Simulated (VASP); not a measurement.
# BeTe in VASP: notebook

The runs below take BeTe through single point, with LDA.

Program: VASP 6.6.1. These are calculated values, not measurements. Logs are shortened: lines on timing, memory, paths and dates and some standing lists are left out, and cuts for length are marked.

## 1. The cell of the first run

It takes space group F-43m (No. 216, cubic). The conventional cell has a = 5.983 Å, b = 5.983 Å, c = 5.983 Å, α = 90.00°, β = 90.00°, γ = 90.00°. Within 3.4 Å of Be (site symmetry -43m) lie 4 Te at 2.59 Å. Te (site symmetry -43m) has 4 Be at 2.59 Å within 3.4 Å.

## 2. Single point, LDA (strain +0.080 along x and y, +0.080 along z)

Input file INCAR:

```
PREC = Accurate
ENCUT = 520
EDIFF = 1E-6
ISMEAR = 0
SIGMA = 0.05
LREAL = F
LASPH = T
NELM = 80
ALGO = Normal
ISIF = 2
LWAVE = F
LCHARG = F
GGA = CA
NBANDS = 11
```

Input file KPOINTS:

```
Automatic mesh
0
Gamma
  8 8 8
```

Input file POSCAR:

```
BeTe
1.0
    0.0000000000      2.9916000000      2.9916000000
    2.9916000000      0.0000000000      2.9916000000
    2.9916000000      2.9916000000      0.0000000000
Be Te
1 1
Direct
    0.0000000000      0.0000000000      0.0000000000
    0.7500000000      0.7500000000      0.7500000000
```

Potentials or basis: VASP PAW LDA potentials, release 64 (Be, Te).

The run is started by

```bash
$ cat potpaw_LDA.64/Be/POTCAR potpaw_LDA.64/Te/POTCAR > POTCAR
$ mpirun -np 1 vasp_std > vasp.out
```

OUTCAR:

```text
PREC = Accurate
   ENCUT = 520
   EDIFF = 1E-6
   ISMEAR = 0
   LREAL = F
   LASPH = T
   NELM = 80
   ISIF = 2
   GGA = CA

 ion  position               nearest neighbor table
   1  0.000  0.000  0.000-   2 2.59   2 2.59   2 2.59   2 2.59
   2  0.750  0.750  0.750-   1 2.59   1 2.59   1 2.59   1 2.59

  LATTYP: Found a face centered cubic cell.
 ALAT       =     5.9832000000

  Lattice vectors:

 A1 = (   0.0000000000,   2.9916000000,   2.9916000000)
 A2 = (   2.9916000000,   0.0000000000,   2.9916000000)
 A3 = (   2.9916000000,   2.9916000000,   0.0000000000)

Analysis of symmetry for initial positions (statically):
=====================================================================
 Subroutine PRICEL returns:
 Original cell was already a primitive cell.

 Routine SETGRP: Setting up the symmetry group for a
 face centered cubic supercell.

 Subroutine GETGRP returns: Found 24 space group operations
 (whereof 24 operations were pure point group operations)
 out of a pool of 48 trial point group operations.

The static configuration has the point symmetry T_d .

Analysis of symmetry for dynamics (positions and initial velocities):
=====================================================================
 Subroutine PRICEL returns:
 Original cell was already a primitive cell.

 Routine SETGRP: Setting up the symmetry group for a
 face centered cubic supercell.

 Subroutine GETGRP returns: Found 24 space group operations
 (whereof 24 operations were pure point group operations)
 out of a pool of 48 trial point group operations.

The dynamic configuration has the point symmetry T_d .

 Subroutine INISYM returns: Found 24 space group operations
 (whereof 24 operations are pure point group operations),
 and found     1 'primitive' translations

----------------------------------------------------------------------------------------

                                     Primitive cell

  volume of cell :      53.5477

  direct lattice vectors                    reciprocal lattice vectors
     0.000000000  2.991600000  2.991600000    -0.167134644  0.167134644  0.167134644
     2.991600000  0.000000000  2.991600000     0.167134644 -0.167134644  0.167134644
     2.991600000  2.991600000  0.000000000     0.167134644  0.167134644 -0.167134644

  length of vectors
     4.230761293  4.230761293  4.230761293     0.289485695  0.289485695  0.289485695

  position of ions in fractional coordinates (direct lattice)
     0.000000000  0.000000000  0.000000000
     0.750000000  0.750000000  0.750000000

  ion indices of the primitive-cell ions
   primitive index   ion index
                 1           1
                 2           2

----------------------------------------------------------------------------------------

 KPOINTS: Automatic mesh

Automatic generation of k-mesh.
 Grid dimensions read from file:
 generate k-points for:    8    8    8

 Generating k-lattice:

  Cartesian coordinates                     Fractional coordinates (reciprocal lattice)
    -0.020891830  0.020891830  0.020891830     0.125000000  0.000000000  0.000000000
     0.020891830 -0.020891830  0.020891830     0.000000000  0.125000000  0.000000000
     0.020891830  0.020891830 -0.020891830     0.000000000  0.000000000  0.125000000

  Length of vectors
     0.036185712  0.036185712  0.036185712

  Shift w.r.t. Gamma in fractional coordinates (k-lattice)
     0.000000000  0.000000000  0.000000000

 Subroutine IBZKPT returns following result:
 ===========================================

 Found     29 irreducible k-points:

 Following reciprocal coordinates:
            Coordinates               Weight
  0.000000  0.000000  0.000000      1.000000
  0.125000  0.000000  0.000000      8.000000
  0.250000  0.000000  0.000000      8.000000
  0.375000  0.000000  0.000000      8.000000
  0.500000  0.000000  0.000000      4.000000
  0.125000  0.125000  0.000000      6.000000
[... 16 lines left out ...]
  0.500000  0.250000  0.125000     48.000000
 -0.375000  0.250000  0.125000     24.000000
 [... further k-points ...]
   k-points           NKPTS =     29   k-points in BZ     NKDIM =     29   number of bands    NBANDS=     11
   number of dos      NEDOS =    301   number of ions     NIONS =      2
   total plane-waves  NPLWV =  32768
   dimension x,y,z NGX =    32 NGY =   32 NGZ =   32
   dimension x,y,z NGXF=    64 NGYF=   64 NGZF=   64
   ions per type =               1   1
   NGX,Y,Z   is equivalent  to a cutoff of  12.57, 12.57, 12.57 a.u.
   NGXF,Y,Z  is equivalent  to a cutoff of  25.15, 25.15, 25.15 a.u.
 SYSTEM =  unknown system
   PREC   = accura    normal or accurate (medium, high low for compatibility)
   ISTART =      0    job   : 0-new  1-cont  2-samecut
   ICHARG =      2    charge: 1-file 2-atom 10-const
   ISPIN  =      1    spin polarized calculation?
   LNONCOLLINEAR =      F non collinear calculations
   LSORBIT =      F    spin-orbit coupling
   LASPH  =      T    aspherical Exc in radial PAW
   ENCUT  =  520.0 eV  38.22 Ry    6.18 a.u.   7.87  7.87  7.87*2*pi/ulx,y,z
   NELM   =     80;   NELMIN=  2; NELMDL= -5     # of ELM steps
   EDIFF  = 0.1E-05   stopping-criterion for ELM
   LREAL  =      F    real-space projection
   EDIFFG = 0.1E-04   stopping-criterion for IOM
   NSW    =      0    number of steps for IOM
   IBRION =     -1    ionic relax: 0-MD 1-quasi-New 2-CG
   NFREE  =      0    steps in history (QN), initial steepest desc. (CG)
   ISIF   =      2    stress and relaxation
   ISYM   =      2    0-nonsym 1-usesym 2-fastsym
   POTIM  = 0.5000    time-step for ionic-motion
   TEBEG  =    0.0;   TEEND  =   0.0 temperature during run
   PSTRESS=    0.0 pullay stress
   NELECT =       8.0000    total number of electrons
   NUPDOWN=      -1.0000    fix difference up-down
   EMIN   =  10.00;   EMAX   =-10.00  energy-range for DOS
   EFERMI =   0.00;   METHOD = LEGACY
   ISMEAR =     0;   SIGMA  =   0.05  broadening in eV -4-tet -1-fermi 0-gaus
   EFERMI_NEDOS =   21; number of points for ismear=-14 and -15
   IALGO  =     38    algorithm
   IMIX   =      4    mixing-type and parameters
     AMIX     =   0.40;   BMIX     =  1.00
     AMIX_MAG =   1.60;   BMIX_MAG =  1.00
  volume/ion in A,a.u.               =      26.77       180.68
  Fermi-wavevector in a.u.,A,eV,Ry     =   0.868676  1.641560 10.266936  0.754599
  Thomas-Fermi vector in A             =   1.987389
   LORBIT       =      0    0 simple, 1 ext, 2 COOP (PROOUT), +10 PAW based schemes
   GGA     = CA    functional components
   LHFCALC =     F    Hartree Fock is set to
   AEXX    =    0.0000 exact exchange contribution
   IVDW    =     0    specifies the selected vdW correction
   LEPSILON=     F    determine dielectric tensor
   LRPA    =     F    only Hartree local field effects (RPA)
 non-spin polarized calculation
 Gauss-broadening in eV      SIGMA  =   0.05
  energy-cutoff  :      520.00
  volume of cell :       53.55
 maximum number of plane-waves:      1459
   NGX = 15   NGY = 15   NGZ = 15

 number of electron       8.0000000 magnetization

 Free energy of the ion-electron system (eV)
  ---------------------------------------------------
  ext. energy  EPLUGINS =         0.00000000
  ---------------------------------------------------
  free energy    TOTEN  =        -8.37252493 eV

  energy without entropy =       -8.37252493  energy(sigma->0) =       -8.37252493

 E-fermi :   3.3563     XC(G=0):  -8.5878

 val. band max:        3.0909435443   @ k =   0.0000   0.0000   0.0000
 cond. band min:       5.3182818152   @ k =   0.5000   0.5000   0.0000
 fundamental gap:      2.2273382709
 Fermi energy:         3.3563178861

 k-point     1 :       0.0000    0.0000    0.0000
  band No.  band energies     occupation
      1      -8.1886      2.00000
      2       3.0909      2.00000
      3       3.0909      2.00000
      4       3.0909      2.00000
      5       5.6093      0.00000
      6       6.7668      0.00000
      7       6.7668      0.00000
      8       6.7668      0.00000
      9      10.9001      0.00000
     10      12.9430      0.00000
     11      12.9430      0.00000

 k-point     2 :       0.1250    0.0000    0.0000
  band No.  band energies     occupation
      1      -8.0792      2.00000
      2       1.9652      2.00000
      3       2.9225      2.00000
      4       2.9225      2.00000
      5       6.0316      0.00000
      6       7.0296      0.00000
      7       7.0296      0.00000
      8       7.3958      0.00000
      9      11.3124      0.00000
     10      12.1747      0.00000
     11      12.1747      0.00000

 k-point     3 :       0.2500    0.0000    0.0000
  band No.  band energies     occupation
      1      -7.7851      2.00000
      2       0.3231      2.00000
      3       2.5914      2.00000
      4       2.5914      2.00000
      5       5.9107      0.00000
      6       7.4755      0.00000
      7       7.4755      0.00000
      8       9.0814      0.00000
      9      11.6794      0.00000
     10      11.8994      0.00000
     11      11.8994      0.00000

 k-point     4 :       0.3750    0.0000    0.0000
  band No.  band energies     occupation
      1      -7.4323      2.00000
      2      -0.9251      2.00000
      3       2.3263      2.00000
      4       2.3263      2.00000
      5       5.7302      0.00000
      6       7.6492      0.00000
      7       7.6492      0.00000
      8      10.4329      0.00000
      9      11.8679      0.00000
     10      12.7010      0.00000
     11      12.7010      0.00000

 k-point     5 :       0.5000    0.0000    0.0000
  band No.  band energies     occupation
      1      -7.2608      2.00000
      2      -1.4046      2.00000
      3       2.2295      2.00000
      4       2.2295      2.00000
      5       5.6617      0.00000
      6       7.6533      0.00000
      7       7.6533      0.00000
      8      10.6384      0.00000
      9      13.0228      0.00000
     10      13.5637      0.00000
     11      13.8015      0.00000
[... 211 lines left out ...]
 k-point    21 :       0.5000    0.5000    0.0000
  band No.  band energies     occupation
      1      -6.9332      2.00000
      2      -1.1191      2.00000
      3       1.0473      2.00000
      4       1.0473      2.00000
      5       5.3183      0.00000
      6       5.8851      0.00000
      7      11.5720      0.00000
      8      11.5720      0.00000
      9      13.4096      0.00000
     10      14.1153      0.00000
     11      15.5934      0.00000

 k-point    22 :       0.3750    0.2500    0.1250
  band No.  band energies     occupation
      1      -7.5478      2.00000
      2       0.0599      2.00000
      3       1.3714      2.00000
      4       2.1584      2.00000
      5       6.6635      0.00000
      6       7.2325      0.00000
      7       8.3842      0.00000
      8       8.8546      0.00000
      9      11.3907      0.00000
     10      12.8204      0.00000
     11      13.4153      0.00000

 k-point    23 :       0.5000    0.2500    0.1250
  band No.  band energies     occupation
      1      -7.2429      2.00000
      2      -0.7230      2.00000
      3       0.9012      2.00000
      4       1.8150      2.00000
      5       6.8969      0.00000
      6       7.4931      0.00000
      7       8.6148      0.00000
      8       9.4486      0.00000
      9      12.2387      0.00000
     10      12.5236      0.00000
     11      14.2824      0.00000

 k-point    24 :      -0.3750    0.2500    0.1250
  band No.  band energies     occupation
      1      -7.0987      2.00000
      2      -1.0730      2.00000
      3       0.7883      2.00000
      4       1.6474      2.00000
      5       6.9155      0.00000
      6       7.4255      0.00000
      7       9.1441      0.00000
      8      10.1126      0.00000
      9      11.1336      0.00000
     10      13.8481      0.00000
     11      14.2027      0.00000

 [... further k-points ...]

------------------------ aborting loop because EDIFF is reached ----------------------------------------

  FORCE on cell =-STRESS in cart. coord.  units (eV):
  Direction    XX          YY          ZZ          XY          YZ          ZX
  --------------------------------------------------------------------------------------
  -------------------------------------------------------------------------------------
  Total       -3.0043274     -3.0043274     -3.0043274      0.0000000      0.0000000      0.0000000
  in kB      -89.8912186    -89.8912186    -89.8912186      0.0000000      0.0000000      0.0000000
  external PRESSURE =     -89.8912186 kB  Pullay stress =       0.0000000 kB

 VOLUME and BASIS-vectors are now :
 -----------------------------------------------------------------------------
  energy-cutoff  :      520.00
  volume of cell :       53.55
      direct lattice vectors                 reciprocal lattice vectors
     0.000000000  2.991600000  2.991600000    -0.167134644  0.167134644  0.167134644
     2.991600000  0.000000000  2.991600000     0.167134644 -0.167134644  0.167134644
     2.991600000  2.991600000  0.000000000     0.167134644  0.167134644 -0.167134644

 POSITION                                       TOTAL-FORCE (eV/Angst)
 -----------------------------------------------------------------------------------
      0.00000      0.00000      0.00000        -0.000000      0.000000     -0.000000
      4.48740      4.48740      4.48740         0.000000     -0.000000      0.000000
 -----------------------------------------------------------------------------------
    total drift:                               -0.000000     -0.000000     -0.000000

  FREE ENERGIE OF THE ION-ELECTRON SYSTEM (eV)
  ---------------------------------------------------
  free  energy   TOTEN  =        -8.3725249294 eV

  energy  without entropy=       -8.3725249294  energy(sigma->0) =       -8.37252493
```

Run time: 7.7 s. Hardware: 1 thread of Intel Xeon Platinum 8488C (Sapphire Rapids), shared host; peak memory 0.16 GiB.

Results:

```
Free energy            : -8.3725 eV
Pressure               : -9.0 GPa
Band gap on the k mesh : 2.23 eV, indirect (least direct gap 2.52 eV)
```

Levels at points of the mesh, in eV from the valence-band top:
| k point | band 1 | band 2 | band 3 | band 4 | band 5 | band 6 | band 7 | band 8 |
| --- | --- | --- | --- | --- | --- | --- | --- | --- |
| (0.00, 0.00, 0.00) | -11.28 | 0.00 | 0.00 | 0.00 | 2.52 | 3.68 | 3.68 | 3.68 |
| (0.50, 0.00, 0.00) | -10.35 | -4.50 | -0.86 | -0.86 | 2.57 | 4.56 | 4.56 | 7.55 |
| (0.50, 0.50, 0.00) | -10.02 | -4.21 | -2.04 | -2.04 | 2.23 | 2.79 | 8.48 | 8.48 |

Caveat: the cell differs from its parent crystal (strain +0.080 along x and y, +0.080 along z); spin-orbit coupling is left out, which moves the levels of the heavy elements.

(Continued in part 2 of 2.)
